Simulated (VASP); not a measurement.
# Si2Mo (I4/mmm) in VASP: single point with r2SCAN

Aim: the single point of Si2Mo with r2SCAN.

Program: VASP 6.6.1. These are calculated values, not measurements. Logs are shortened: lines on timing, memory, paths and dates and some standing lists are left out, and cuts for length are marked.

## (1) The cell of the first run

It takes space group I4/mmm (No. 139, tetragonal). The conventional cell has a = 3.200 Å, b = 3.200 Å, c = 7.861 Å, α = 90.00°, β = 90.00°, γ = 90.00°. Si (site symmetry 4mm) has 9 Si at 2.61 to 3.20 Å and 5 Mo at 2.62 Å within 3.4 Å. Mo (site symmetry 4/mmm) has 10 Si at 2.62 Å and 4 Mo at 3.20 Å within 3.5 Å.

## (2) Single point, r2SCAN

Contents of POSCAR:

```
Si2Mo
1.0
   -1.6000000000      1.6000000000      3.9305000000
    1.6000000000     -1.6000000000      3.9305000000
    1.6000000000      1.6000000000     -3.9305000000
Si Mo
2 1
Direct
    0.3330000000      0.3330000000      0.0000000000
    0.6670000000      0.6670000000      0.0000000000
    0.0000000000      0.0000000000      0.0000000000
```

Contents of INCAR.step1:

```
PREC = Accurate
ENCUT = 520
ISMEAR = 0
SIGMA = 0.1
LREAL = F
LASPH = T
NELM = 80
NBANDS = 18
GGA = PE
ALGO = Normal
EDIFF = 1E-4
LWAVE = T
LCHARG = F
```

Contents of INCAR.step2:

```
PREC = Accurate
ENCUT = 520
EDIFF = 1E-6
ISMEAR = 0
SIGMA = 0.1
LREAL = F
LASPH = T
NELM = 80
ALGO = Normal
ISIF = 2
LWAVE = F
LCHARG = F
METAGGA = R2SCAN
LMIXTAU = T
NBANDS = 18
ISTART = 1
```

Contents of KPOINTS:

```
regular mesh
0
Gamma
  8 8 8
```

Potentials or basis: VASP PAW PBE potentials, release 64 (Si, Mo_sv).

Command:

```bash
$ cat potpaw_PBE.64/Si/POTCAR potpaw_PBE.64/Mo_sv/POTCAR > POTCAR
$ cp INCAR.step1 INCAR
$ mpirun -np 1 vasp_std > vasp.out
$ cp INCAR.step2 INCAR
$ mpirun -np 1 vasp_std > vasp.out
```

OUTCAR:

```text
PREC = Accurate
   ENCUT = 520
   EDIFF = 1E-6
   ISMEAR = 0
   LREAL = F
   LASPH = T
   NELM = 80
   ISIF = 2
   METAGGA = R2SCAN
   ISTART = 1

 ion  position               nearest neighbor table
   1  0.333  0.333  0.000-   2 2.61   2 2.61   2 2.61   2 2.61   3 2.62   3 2.62   3 2.62   3 2.62
                             3 2.62   2 2.63
   2  0.667  0.667  0.000-   1 2.61   1 2.61   1 2.61   1 2.61   3 2.62   3 2.62   3 2.62   3 2.62
                             3 2.62   1 2.63
   3  0.000  0.000  0.000-   2 2.62   1 2.62   2 2.62   1 2.62   2 2.62   1 2.62   1 2.62   2 2.62
                             1 2.62   2 2.62

  LATTYP: Found a body centered tetragonal cell.
 ALAT       =     3.2000000000
 C/A-ratio  =     2.4565625000

  Lattice vectors:

 A1 = (  -1.6000000000,   1.6000000000,   3.9305000000)
 A2 = (   1.6000000000,  -1.6000000000,   3.9305000000)
 A3 = (   1.6000000000,   1.6000000000,  -3.9305000000)

Analysis of symmetry for initial positions (statically):
=====================================================================
 Subroutine PRICEL returns:
 Original cell was already a primitive cell.

 Routine SETGRP: Setting up the symmetry group for a
 body centered tetragonal supercell.

 Subroutine GETGRP returns: Found 16 space group operations
 (whereof 16 operations were pure point group operations)
 out of a pool of 16 trial point group operations.

The static configuration has the point symmetry D_4h.

Analysis of symmetry for dynamics (positions and initial velocities):
=====================================================================
 Subroutine PRICEL returns:
 Original cell was already a primitive cell.

 Routine SETGRP: Setting up the symmetry group for a
 body centered tetragonal supercell.

 Subroutine GETGRP returns: Found 16 space group operations
 (whereof 16 operations were pure point group operations)
 out of a pool of 16 trial point group operations.

The dynamic configuration has the point symmetry D_4h.

 Subroutine INISYM returns: Found 16 space group operations
 (whereof 16 operations are pure point group operations),
 and found     1 'primitive' translations

----------------------------------------------------------------------------------------

                                     Primitive cell

  volume of cell :      40.2483

  direct lattice vectors                    reciprocal lattice vectors
[... 84 lines left out ...]
   LNONCOLLINEAR =      F non collinear calculations
   LSORBIT =      F    spin-orbit coupling
   LASPH  =      T    aspherical Exc in radial PAW
   ENCUT  =  520.0 eV  38.22 Ry    6.18 a.u.   8.43  8.43  8.43*2*pi/ulx,y,z
   NELM   =     80;   NELMIN=  2; NELMDL=  0     # of ELM steps
   EDIFF  = 0.1E-05   stopping-criterion for ELM
   LREAL  =      F    real-space projection
   EDIFFG = 0.1E-04   stopping-criterion for IOM
   NSW    =      0    number of steps for IOM
   IBRION =     -1    ionic relax: 0-MD 1-quasi-New 2-CG
   NFREE  =      0    steps in history (QN), initial steepest desc. (CG)
   ISIF   =      2    stress and relaxation
   ISYM   =      2    0-nonsym 1-usesym 2-fastsym
   POTIM  = 0.5000    time-step for ionic-motion
   TEBEG  =    0.0;   TEEND  =   0.0 temperature during run
   PSTRESS=    0.0 pullay stress
   NELECT =      22.0000    total number of electrons
   NUPDOWN=      -1.0000    fix difference up-down
   EMIN   =  10.00;   EMAX   =-10.00  energy-range for DOS
   EFERMI =   0.00;   METHOD = LEGACY
   ISMEAR =     0;   SIGMA  =   0.10  broadening in eV -4-tet -1-fermi 0-gaus
   EFERMI_NEDOS =   21; number of points for ismear=-14 and -15
   IALGO  =     38    algorithm
   IMIX   =      4    mixing-type and parameters
     AMIX     =   0.40;   BMIX     =  1.00
     AMIX_MAG =   1.60;   BMIX_MAG =  1.00
  volume/ion in A,a.u.               =      13.42        90.54
  Fermi-wavevector in a.u.,A,eV,Ry     =   1.338546  2.529484 24.377614  1.791704
  Thomas-Fermi vector in A             =   2.467007
   LORBIT       =      0    0 simple, 1 ext, 2 COOP (PROOUT), +10 PAW based schemes
   METAGGA = R2SCAN    functional components
   LHFCALC =     F    Hartree Fock is set to
   AEXX    =    0.0000 exact exchange contribution
   IVDW    =     0    specifies the selected vdW correction
   LEPSILON=     F    determine dielectric tensor
   LRPA    =     F    only Hartree local field effects (RPA)
 non-spin polarized calculation
 Gauss-broadening in eV      SIGMA  =   0.10
  energy-cutoff  :      520.00
  volume of cell :       40.25
 maximum number of plane-waves:      1108
 NGX is ok and might be reduce to    36
   NGX = 17   NGY = 17   NGZ = 17

 number of electron      22.0000000 magnetization

 Free energy of the ion-electron system (eV)
  ---------------------------------------------------
  ext. energy  EPLUGINS =         0.00000000
  ---------------------------------------------------
  free energy    TOTEN  =       -45.01162433 eV

  energy without entropy =      -45.01090562  energy(sigma->0) =      -45.01126498

 E-fermi :  12.1992     XC(G=0): -13.3873

 val. band max:       11.9811105421   @ k =  -0.2500  -0.3750   0.2500
 cond. band min:      12.2464434487   @ k =  -0.3750   0.5000   0.3750
 fundamental gap:      0.2653329066
 Fermi energy:        12.1991511743

 k-point     1 :       0.0000    0.0000    0.0000
  band No.  band energies     occupation
      1     -50.3772      2.00000
      2     -23.8355      2.00000
      3     -23.7131      2.00000
      4     -23.7131      2.00000
      5      -1.9581      2.00000
      6       5.5516      2.00000
[... 481 lines left out ...]
      5       2.5252      2.00000
      6       3.0198      2.00000
[... 10 lines left out ...]
     17      19.4238      0.00000
     18      21.0766      0.00000

 [... further k-points ...]
[... 5 lines left out ...]
  --------------------------------------------------------------------------------------
  -------------------------------------------------------------------------------------
  Total       -0.0104007     -0.0104007     -0.7634931      0.0000000      0.0000000      0.0000000
  in kB       -0.4140252     -0.4140252    -30.3926052      0.0000000      0.0000000      0.0000000
  external PRESSURE =     -10.4068852 kB  Pullay stress =       0.0000000 kB

 VOLUME and BASIS-vectors are now :
 -----------------------------------------------------------------------------
  energy-cutoff  :      520.00
  volume of cell :       40.25
      direct lattice vectors                 reciprocal lattice vectors
    -1.600000000  1.600000000  3.930500000     0.000000000  0.312500000  0.127210279
     1.600000000 -1.600000000  3.930500000     0.312500000  0.000000000  0.127210279
     1.600000000  1.600000000 -3.930500000     0.312500000  0.312500000  0.000000000

 POSITION                                       TOTAL-FORCE (eV/Angst)
 -----------------------------------------------------------------------------------
      0.00000      0.00000      2.61771         0.000000      0.000000      0.380035
      0.00000      0.00000      5.24329         0.000000      0.000000     -0.380035
      0.00000      0.00000      0.00000        -0.000000     -0.000000      0.000000
 -----------------------------------------------------------------------------------
    total drift:                                0.000000      0.000000     -0.000000

  FREE ENERGIE OF THE ION-ELECTRON SYSTEM (eV)
  ---------------------------------------------------
  free  energy   TOTEN  =       -45.0116243344 eV

  energy  without entropy=      -45.0109056215  energy(sigma->0) =      -45.01126498
```

OUTCAR.step1:

```text
PREC = Accurate
   ENCUT = 520
   ISMEAR = 0
   LREAL = F
[... 734 lines left out ...]
      0.00000      0.00000      2.61771         0.000000      0.000000      0.316450
      0.00000      0.00000      5.24329        -0.000000     -0.000000     -0.316450
      0.00000      0.00000      0.00000        -0.000000     -0.000000     -0.000000
 -----------------------------------------------------------------------------------
    total drift:                                0.000000      0.000000     -0.000000

  FREE ENERGIE OF THE ION-ELECTRON SYSTEM (eV)
  ---------------------------------------------------
  free  energy   TOTEN  =       -23.2550767664 eV

  energy  without entropy=      -23.2541999596  energy(sigma->0) =      -23.25463836
```

OSZICAR.step1:

```text
N       E                     dE             d eps       ncg     rms          rms(c)
DAV:   1     0.121144467534E+03    0.12114E+03   -0.11330E+04  2132   0.116E+03
DAV:   2    -0.209319493004E+02   -0.14208E+03   -0.13945E+03  2540   0.300E+02
DAV:   3    -0.241447444725E+02   -0.32128E+01   -0.31881E+01  2650   0.397E+01
DAV:   4    -0.241629870790E+02   -0.18243E-01   -0.18221E-01  2480   0.324E+00
DAV:   5    -0.241631122767E+02   -0.12520E-03   -0.12519E-03  2494   0.289E-01    0.213E+01
DAV:   6    -0.234194752567E+02    0.74364E+00   -0.58979E+00  2220   0.157E+01    0.466E+00
DAV:   7    -0.232890788148E+02    0.13040E+00   -0.88670E-01  2212   0.564E+00    0.443E+00
DAV:   8    -0.232557415504E+02    0.33337E-01   -0.92576E-02  2292   0.227E+00    0.441E-01
DAV:   9    -0.232551224246E+02    0.61913E-03   -0.18142E-03  2526   0.343E-01    0.250E-01
DAV:  10    -0.232550767664E+02    0.45658E-04   -0.50333E-04  2334   0.189E-01
   1 F= -.23255077E+02 E0= -.23254638E+02  d E =-.876807E-03
```

Run time: 11 min. Hardware: 1 thread of AMD EPYC 7R13, shared host; peak memory 0.21 GiB.

What came out:

* Free energy: -45.0116 eV
* Pressure: -1.0 GPa
* Largest force: 0.380 eV/Å
* Band gap on the k mesh: zero (band 11 reaches 12.78 eV, above the bottom of band 12 at 11.65 eV)

Forces in eV/Å, atoms in the order of the input:
```
Si   0.000  0.000  0.380
Si   0.000  0.000 -0.380
Mo   0.000  0.000  0.000
```

Levels at points of the mesh, in eV from the Fermi level:
| k point | band 7 | band 8 | band 9 | band 10 | band 11 | band 12 | band 13 | band 14 | band 15 | band 16 |
| --- | --- | --- | --- | --- | --- | --- | --- | --- | --- | --- |
| (0.00, 0.00, 0.00) | -3.52 | -3.00 | -2.77 | -2.77 | 0.48 | 3.37 | 3.44 | 3.88 | 3.88 | 4.43 |
| (0.50, 0.00, 0.00) | -5.11 | -4.74 | -2.65 | -2.62 | -0.50 | 2.59 | 3.24 | 4.44 | 4.56 | 5.86 |
| (0.50, 0.50, 0.00) | -6.03 | -5.40 | -4.71 | -3.21 | -1.24 | 2.67 | 3.04 | 3.30 | 3.51 | 5.10 |
| (0.50, 0.50, 0.50) | -3.53 | -2.31 | -0.56 | -0.56 | -0.55 | -0.55 | 0.62 | 5.02 | 5.84 | 6.41 |

Caveat: the PAW data sets were made with another functional, which shifts forces and pressure a little.
